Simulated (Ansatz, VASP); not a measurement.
**Two plane-wave programs on TaC**

INCAR

```
ALGO = Normal
EDIFF = 1E-6
ENCUT = 600
GGA = PE
GGA_COMPAT = False
ISIF = 2
ISMEAR = 0
LASPH = True
LCHARG = False
LREAL = False
LWAVE = False
NBANDS = 14
NELM = 120
PREC = Accurate
SIGMA = 0.1
```

File KPOINTS:

```
k-points
0
Gamma
  6 6 6
```

File POSCAR:

```
TaC
1.0
    0.0000000000      2.2338976900      2.2338976900
    2.2338976900      0.0000000000      2.2338976900
    2.2338976900      2.2338976900      0.0000000000
Ta C
1 1
Direct
    0.0000000000      0.0000000000      0.0000000000
    0.5000000000      0.5000000000      0.5000000000
```

Input for Ansatz:

```yaml
crystal:
  lattice:
    - [0.0, 2.233898, 2.233898]
    - [2.233898, 0.0, 2.233898]
    - [2.233898, 2.233898, 0.0]
  atoms:
    - { symbol: Ta, position: [0.0, 0.0, 0.0] }
    - { symbol: C, position: [0.5, 0.5, 0.5] }
basis:
  ecutwfc: 420
kpoints:
  mp_grid: { grid: [6, 6, 6] }
hamiltonian:
  xc: pbe
scf:
  occupations: { method: gaussian, width: 0.1 }
output:
  forces: true
  stress: true
  eigenvalues: true
```

Alike in both runs: task single point; functional PBE; k mesh 6 × 6 × 6; occupations gaussian, width 0.1 eV; no spin polarisation.

|  | VASP | Ansatz |
| --- | --- | --- |
| version | VASP 6.6.1 | Ansatz 0.2.0 |
| potentials or method | VASP PAW PBE potentials, release 64 (Ta_pv, C), cutoff 600 eV | scalar-relativistic, plane waves, PAW |
| valence electrons in the cell | 15 | 17 |

VASP gave:

* gap on the k mesh at the Fermi level (eV): none
* pressure (GPa): 2.1

Question: Estimate Ansatz's values.

Answer: gap on the k mesh at the Fermi level (eV): none; pressure (GPa): 1.6.

A gap of «none» marks a metal or a gap that the smearing closes. VASP's potentials hold 15 valence electrons a cell and Ansatz's 17, so a difference there can come from the potentials and not from the codes.

The k mesh is coarse, so the values compare programs but aren't converged. Spin-orbit coupling is off throughout.
